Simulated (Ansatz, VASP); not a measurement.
One calculation of SiSn5, two programs

```
CELL_PARAMETERS angstrom
4.59420 0.00000 0.00000
-2.29710 3.97869 0.00000
0.00000 0.00000 22.40352
ATOMIC_POSITIONS crystal
Si 0.33333 0.66667 0.01194
Si 0.66667 0.33333 0.98806
Sn 0.33333 0.66667 0.12963
Sn 0.66667 0.33333 0.87037
Sn 0.00000 0.00000 0.82462
Sn 0.00000 0.00000 0.69687
Sn 0.00000 0.00000 0.17538
Sn 0.00000 0.00000 0.30313
Sn 0.66667 0.33333 0.34908
Sn 0.66667 0.33333 0.47706
Sn 0.33333 0.66667 0.65092
Sn 0.33333 0.66667 0.52294
```

Alike in both runs: functional PBE; k mesh 4 × 4 × 1; occupations gaussian, width 0.2 eV; no spin polarisation.

Ansatz relaxed the structure, and its values are those at the end. VASP's run is a single point on that final structure, the one shown.

|  | VASP | Ansatz |
| --- | --- | --- |
| version | VASP 6.6.1 | Ansatz 0.2.0 |
| potentials or method | VASP PAW PBE potentials, release 64 (Si, Sn_d), cutoff 520 eV | scalar-relativistic, plane waves, PAW |
| valence electrons in the cell | 148 | 148 |

```tsv
	VASP	Ansatz	Ansatz less VASP
gap on the k mesh at the Fermi level (eV)	none	none	-
pressure (GPa)	0.0	0.0	+0.05
rms of the force components (eV/Å)	0.009	0.009	+0.0006
```

A gap of «none» marks a metal or a gap that the smearing closes. The functional is the same, so the differences come from potentials, cutoffs and numerics.

The k mesh is coarse, so the values compare programs but aren't converged.
